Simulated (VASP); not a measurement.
# HBr (I4/mmm) in VASP: notebook

Runs on HBr. Level: PBEsol. Tasks: single point.

Program: VASP 6.6.1. These are calculated values, not measurements. Logs are shortened: lines on timing, memory, paths and dates and some standing lists are left out, and cuts for length are marked.

## 1. The cell of the first run

The structure is tetragonal, space group I4/mmm (No. 139). The conventional cell has a = 3.598 Å, b = 3.598 Å, c = 3.326 Å, α = 90.00°, β = 90.00°, γ = 90.00°. H (site symmetry 4/mmm) has 2 Br at 1.66 Å within 2.2 Å. Within 2.2 Å of Br (site symmetry 4/mmm) lie 2 H at 1.66 Å.

## 2. Single point, PBEsol

INCAR

```
ALGO = Normal
EDIFF = 1E-6
ENCUT = 520
GGA = PS
ISIF = 2
ISMEAR = 0
LASPH = True
LCHARG = False
LREAL = False
LWAVE = False
NBANDS = 11
NELM = 80
PREC = Accurate
SIGMA = 0.1
```

KPOINTS

```
k-points
0
Gamma
  16 16 16
```

POSCAR

```
HBr
1.0
    0.0000000000      2.5442331070      2.5442331070
    1.6628025170      0.0000000000      2.5442331070
    1.6628025170      2.5442331070      0.0000000000
H Br
1 1
Direct
    0.0000000000      0.0000000000      0.0000000000
    0.5000000000      0.5000000000      0.5000000000
```

Potentials or basis: VASP PAW PBE potentials, release 64 (H, Br).

Launch:

```console
> cat potpaw_PBE.64/H/POTCAR potpaw_PBE.64/Br/POTCAR > POTCAR
> mpirun -np 1 vasp_std > vasp.out
```

OUTCAR:

```text
EDIFF = 1E-6
   ENCUT = 520
   GGA = PS
   ISIF = 2
   ISMEAR = 0
   LASPH = True
   LREAL = False
   NELM = 80
   PREC = Accurate

 ion  position               nearest neighbor table
   1  0.000  0.000  0.000-   2 1.66   2 1.66
   2  0.500  0.500  0.500-   1 1.66   1 1.66

  LATTYP: Found a body centered tetragonal cell.
 ALAT       =     3.5980889658
 C/A-ratio  =     0.9242698181

  Lattice vectors:

 A1 = (  -1.6628025170,   0.0000000000,  -2.5442331070)
 A2 = (  -1.6628025170,   0.0000000000,   2.5442331070)
 A3 = (   1.6628025170,   2.5442331070,   0.0000000000)

Analysis of symmetry for initial positions (statically):
=====================================================================
 Subroutine PRICEL returns:
 Original cell was already a primitive cell.

 Routine SETGRP: Setting up the symmetry group for a
 body centered tetragonal supercell.

 Subroutine GETGRP returns: Found 16 space group operations
 (whereof 16 operations were pure point group operations)
 out of a pool of 16 trial point group operations.

The static configuration has the point symmetry D_4h.

Analysis of symmetry for dynamics (positions and initial velocities):
=====================================================================
 Subroutine PRICEL returns:
 Original cell was already a primitive cell.

 Routine SETGRP: Setting up the symmetry group for a
 body centered tetragonal supercell.

 Subroutine GETGRP returns: Found 16 space group operations
 (whereof 16 operations were pure point group operations)
 out of a pool of 16 trial point group operations.

The dynamic configuration has the point symmetry D_4h.

 Subroutine INISYM returns: Found 16 space group operations
 (whereof 16 operations are pure point group operations),
 and found     1 'primitive' translations

----------------------------------------------------------------------------------------

                                     Primitive cell

  volume of cell :      21.5270

  direct lattice vectors                    reciprocal lattice vectors
     0.000000000  2.544233107  2.544233107    -0.300697163  0.196522873  0.196522873
     1.662802517  0.000000000  2.544233107     0.300697163 -0.196522873  0.196522873
     1.662802517  2.544233107  0.000000000     0.300697163  0.196522873 -0.196522873

  length of vectors
     3.598088966  3.039413482  3.039413482     0.409464606  0.409464606  0.409464606

  position of ions in fractional coordinates (direct lattice)
     0.000000000  0.000000000  0.000000000
     0.500000000  0.500000000  0.500000000

  ion indices of the primitive-cell ions
   primitive index   ion index
                 1           1
                 2           2

----------------------------------------------------------------------------------------

 KPOINTS: k-points

Automatic generation of k-mesh.
 Grid dimensions read from file:
 generate k-points for:   16   16   16

 Generating k-lattice:

  Cartesian coordinates                     Fractional coordinates (reciprocal lattice)
    -0.018793573  0.012282680  0.012282680     0.062500000  0.000000000  0.000000000
     0.018793573 -0.012282680  0.012282680     0.000000000  0.062500000 -0.000000000
     0.018793573  0.012282680 -0.012282680     0.000000000 -0.000000000  0.062500000

  Length of vectors
     0.025591538  0.025591538  0.025591538

  Shift w.r.t. Gamma in fractional coordinates (k-lattice)
     0.000000000  0.000000000  0.000000000

 Subroutine IBZKPT returns following result:
 ===========================================

 Found    349 irreducible k-points:

 Following reciprocal coordinates:
            Coordinates               Weight
  0.000000  0.000000  0.000000      1.000000
  0.062500  0.000000  0.000000      8.000000
  0.125000  0.000000  0.000000      8.000000
  0.187500  0.000000  0.000000      8.000000
  0.250000  0.000000  0.000000      8.000000
  0.312500  0.000000  0.000000      8.000000
[... 16 lines left out ...]
 -0.125000  0.062500 -0.000000     16.000000
 -0.062500  0.062500  0.000000      8.000000
 [... further k-points ...]
   k-points           NKPTS =    349   k-points in BZ     NKDIM =    349   number of bands    NBANDS=     11
   number of dos      NEDOS =    301   number of ions     NIONS =      2
   total plane-waves  NPLWV =  16128
   dimension x,y,z NGX =    28 NGY =   24 NGZ =   24
   dimension x,y,z NGXF=    56 NGYF=   48 NGZF=   48
   ions per type =               1   1
   NGX,Y,Z   is equivalent  to a cutoff of  12.94, 13.13, 13.13 a.u.
   NGXF,Y,Z  is equivalent  to a cutoff of  25.87, 26.25, 26.25 a.u.
 SYSTEM =  unknown system
   PREC   = accura    normal or accurate (medium, high low for compatibility)
   ISTART =      0    job   : 0-new  1-cont  2-samecut
   ICHARG =      2    charge: 1-file 2-atom 10-const
   ISPIN  =      1    spin polarized calculation?
   LNONCOLLINEAR =      F non collinear calculations
   LSORBIT =      F    spin-orbit coupling
   LASPH  =      T    aspherical Exc in radial PAW
   ENCUT  =  520.0 eV  38.22 Ry    6.18 a.u.   6.69  5.65  5.65*2*pi/ulx,y,z
   NELM   =     80;   NELMIN=  2; NELMDL= -5     # of ELM steps
   EDIFF  = 0.1E-05   stopping-criterion for ELM
   LREAL  =      F    real-space projection
   EDIFFG = 0.1E-04   stopping-criterion for IOM
   NSW    =      0    number of steps for IOM
   IBRION =     -1    ionic relax: 0-MD 1-quasi-New 2-CG
   NFREE  =      0    steps in history (QN), initial steepest desc. (CG)
   ISIF   =      2    stress and relaxation
   ISYM   =      2    0-nonsym 1-usesym 2-fastsym
   POTIM  = 0.5000    time-step for ionic-motion
   TEBEG  =    0.0;   TEEND  =   0.0 temperature during run
   PSTRESS=    0.0 pullay stress
   NELECT =       8.0000    total number of electrons
   NUPDOWN=      -1.0000    fix difference up-down
   EMIN   =  10.00;   EMAX   =-10.00  energy-range for DOS
   EFERMI =   0.00;   METHOD = LEGACY
   ISMEAR =     0;   SIGMA  =   0.10  broadening in eV -4-tet -1-fermi 0-gaus
   EFERMI_NEDOS =   21; number of points for ismear=-14 and -15
   IALGO  =     38    algorithm
   IMIX   =      4    mixing-type and parameters
     AMIX     =   0.40;   BMIX     =  1.00
     AMIX_MAG =   1.60;   BMIX_MAG =  1.00
  volume/ion in A,a.u.               =      10.76        72.64
  Fermi-wavevector in a.u.,A,eV,Ry     =   1.177001  2.224209 18.848563  1.385330
  Thomas-Fermi vector in A             =   2.313355
   LORBIT       =      0    0 simple, 1 ext, 2 COOP (PROOUT), +10 PAW based schemes
   GGA     = PS    functional components
   LHFCALC =     F    Hartree Fock is set to
   AEXX    =    0.0000 exact exchange contribution
   IVDW    =     0    specifies the selected vdW correction
   LEPSILON=     F    determine dielectric tensor
   LRPA    =     F    only Hartree local field effects (RPA)
 non-spin polarized calculation
 Gauss-broadening in eV      SIGMA  =   0.10
  energy-cutoff  :      520.00
  volume of cell :       21.53
 maximum number of plane-waves:       595
   NGX = 13   NGY = 11   NGZ = 11

 number of electron       8.0000000 magnetization

 Free energy of the ion-electron system (eV)
  ---------------------------------------------------
  ext. energy  EPLUGINS =         0.00000000
  ---------------------------------------------------
  free energy    TOTEN  =        -4.02355899 eV

  energy without entropy =       -4.02090559  energy(sigma->0) =       -4.02223229

 E-fermi :   5.5526     XC(G=0): -11.0251

 val. band max:        5.5449480678   @ k =   0.2500   0.1875   0.0625
 cond. band min:       5.5604936580   @ k =   0.1250   0.0000   0.0000
 fundamental gap:      0.0155455902
 Fermi energy:         5.5526381339

 k-point     1 :       0.0000    0.0000    0.0000
  band No.  band energies     occupation
      1     -13.0979      2.00000
      2       4.7361      2.00000
      3       6.0224      0.00000
      4       6.0224      0.00000
      5       7.2560      0.00000
      6      14.5585      0.00000
      7      16.2374      0.00000
      8      17.5181      0.00000
      9      17.5181      0.00000
     10      20.2863      0.00000
     11      20.2863      0.00000

 k-point     2 :       0.0625    0.0000    0.0000
  band No.  band energies     occupation
      1     -13.0208      2.00000
      2       3.9637      2.00000
      3       5.8414      0.00004
      4       5.8956      0.00000
      5       8.0232      0.00000
      6      14.6840      0.00000
      7      16.1453      0.00000
      8      17.1592      0.00000
      9      17.3574      0.00000
     10      20.4011      0.00000
     11      21.0324      0.00000

 k-point     3 :       0.1250    0.0000    0.0000
  band No.  band energies     occupation
      1     -12.7919      2.00000
      2       2.5229      2.00000
      3       5.4748      1.72887
      4       5.5605      0.91154
      5       9.3472      0.00000
      6      14.5460      0.00000
      7      15.4337      0.00000
      8      17.0401      0.00000
      9      17.9286      0.00000
     10      20.0598      0.00000
     11      22.2562      0.00000

 k-point     4 :       0.1875    0.0000    0.0000
  band No.  band energies     occupation
      1     -12.4179      2.00000
      2       0.9578      2.00000
      3       5.0246      2.00000
      4       5.1157      2.00000
      5      10.7407      0.00000
      6      13.7317      0.00000
      7      14.5346      0.00000
      8      17.8594      0.00000
      9      19.1703      0.00000
     10      19.9794      0.00000
     11      23.6470      0.00000
[... 239 lines left out ...]
 k-point    22 :      -0.1875    0.0625    0.0000
  band No.  band energies     occupation
      1     -12.0854      2.00000
      2      -0.2474      2.00000
      3       4.6129      2.00000
      4       4.9619      2.00000
      5      12.3251      0.00000
      6      13.4315      0.00000
      7      14.1760      0.00000
      8      17.4846      0.00000
      9      19.1375      0.00000
     10      20.4421      0.00000
     11      24.8051      0.00000

 k-point    23 :      -0.1250    0.0625   -0.0000
  band No.  band energies     occupation
      1     -12.5382      2.00000
      2       1.2182      2.00000
      3       5.0675      2.00000
      4       5.4558      1.82895
      5      10.9250      0.00000
      6      14.2037      0.00000
      7      15.0689      0.00000
      8      16.5024      0.00000
      9      18.8086      0.00000
     10      19.2065      0.00000
     11      23.2635      0.00000

 k-point    24 :      -0.0625    0.0625    0.0000
  band No.  band energies     occupation
      1     -12.8536      2.00000
      2       2.6608      2.00000
      3       5.5162      1.39403
      4       5.8053      0.00035
      5       9.4339      0.00000
      6      14.7064      0.00000
      7      15.9282      0.00000
      8      16.2370      0.00000
      9      17.7265      0.00000
     10      19.7220      0.00000
     11      21.9454      0.00000

 [... further k-points ...]
[... 5 lines left out ...]
  --------------------------------------------------------------------------------------
  -------------------------------------------------------------------------------------
  Total        4.0518211      4.0303046      4.0303046     -0.0000000      0.0000000      0.0000000
  in kB      301.5618349    299.9604392    299.9604392     -0.0000000      0.0000000      0.0000000
  external PRESSURE =     300.4942378 kB  Pullay stress =       0.0000000 kB

 VOLUME and BASIS-vectors are now :
 -----------------------------------------------------------------------------
  energy-cutoff  :      520.00
  volume of cell :       21.53
      direct lattice vectors                 reciprocal lattice vectors
     0.000000000  2.544233107  2.544233107    -0.300697163  0.196522873  0.196522873
     1.662802517  0.000000000  2.544233107     0.300697163 -0.196522873  0.196522873
     1.662802517  2.544233107  0.000000000     0.300697163  0.196522873 -0.196522873

 POSITION                                       TOTAL-FORCE (eV/Angst)
 -----------------------------------------------------------------------------------
      0.00000      0.00000      0.00000         0.000000      0.000000      0.000000
      1.66280      2.54423      2.54423         0.000000      0.000000     -0.000000
 -----------------------------------------------------------------------------------
    total drift:                                0.000000      0.000000      0.000000

  FREE ENERGIE OF THE ION-ELECTRON SYSTEM (eV)
  ---------------------------------------------------
  free  energy   TOTEN  =        -4.0235589936 eV

  energy  without entropy=       -4.0209055910  energy(sigma->0) =       -4.02223229
```

It took 34 s on 1 thread of Intel Xeon 6975P-C (Granite Rapids), shared host; peak memory 0.2 GiB.

What came out:

```yaml
Free_energy: -4.0236 eV
Pressure: 30.0 GPa
Band_gap_on_the_k_mesh: zero (bands 4 and 5 overlap by 3.24 eV)
```

Levels at points of the mesh, in eV from the Fermi level:
| k point | band 2 | band 3 | band 4 | band 5 | band 6 | band 7 |
| --- | --- | --- | --- | --- | --- | --- |
| (0.00, 0.00, 0.00) | -0.82 | 0.47 | 0.47 | 1.70 | 9.01 | 10.68 |
| (0.50, 0.00, 0.00) | -10.20 | -1.90 | -1.89 | 5.22 | 6.70 | 11.14 |
| (0.50, 0.50, 0.00) | -7.37 | -2.59 | -0.57 | 0.47 | 8.79 | 12.81 |
| (0.00, 0.50, 0.50) | -4.88 | -4.88 | -4.61 | -2.76 | 3.91 | 19.48 |

Caveat: the cell stands under pressure; the PAW data sets were made with another functional, which shifts forces and pressure a little.

## 3. Single point, PBEsol

This run uses another cell than the first one, of 9.03 Å³/atom.

INCAR

```
SYSTEM = HBr
  PREC = Accurate
  ENCUT = 520
  EDIFF = 1E-7
  ISMEAR = 0
  SIGMA = 0.1
  LREAL = .False.
  LASPH = .True.
  NELM = 60
  ALGO = Normal
  ISIF = 2
  LWAVE = .False.
  LCHARG = .True.
  GGA = PS
  LELF = .True.
  LVHAR = .True.
  NBANDS = 11
```

KPOINTS

```
Automatic mesh
0
Gamma
  18 18 18
  0 0 0
```

POSCAR

```
HBr
1.0
    0.0000000000      2.3420430678      2.3420430678
    1.6456591691      0.0000000000      2.3420430678
    1.6456591691      2.3420430678      0.0000000000
H Br
1 1
Direct
    0.0000000000      0.0000000000      0.0000000000
    0.5000000000      0.5000000000      0.5000000000
```

Potentials or basis: VASP PAW PBE potentials, release 64 (H, Br).

Launch:

```console
> cat potpaw_PBE.64/H/POTCAR potpaw_PBE.64/Br/POTCAR > POTCAR
> mpirun -np 1 vasp_std > vasp.out
```

It took 44 s on 1 thread of Intel Xeon 6975P-C (Granite Rapids), shared host; peak memory 0.21 GiB.

Results (log left out):

| Quantity | Value |
| --- | --- |
| Free energy | -3.0904 eV |
| Pressure | 60.1 GPa |
| Band gap on the k mesh | zero (bands 4 and 5 overlap by 5.28 eV) |

Stress tensor (GPa, compression positive):
```
60.26  0.00  0.00
 0.00 60.07  0.00
 0.00  0.00 60.07
```

Levels at points of the mesh, in eV from the Fermi level:
| k point | band 1 | band 2 | band 3 | band 4 | band 5 | band 6 | band 7 | band 8 | band 9 |
| --- | --- | --- | --- | --- | --- | --- | --- | --- | --- |
| (0.00, 0.00, 0.00) | -20.34 | -0.29 | 1.14 | 1.14 | 2.47 | 11.26 | 11.62 | 11.63 | 11.63 |
| (0.50, 0.00, 0.00) | -16.13 | -11.55 | -1.92 | -1.60 | 5.31 | 6.60 | 10.89 | 16.97 | 17.69 |
| (0.50, 0.50, 0.00) | -16.95 | -8.94 | -3.01 | -1.03 | 0.41 | 7.53 | 14.98 | 15.27 | 18.72 |
| (0.00, 0.50, 0.50) | -14.22 | -6.05 | -5.51 | -5.51 | -4.14 | 3.15 | 21.61 | 21.61 | 22.30 |

Caveat: the cell stands under pressure; the PAW data sets were made with another functional, which shifts forces and pressure a little.
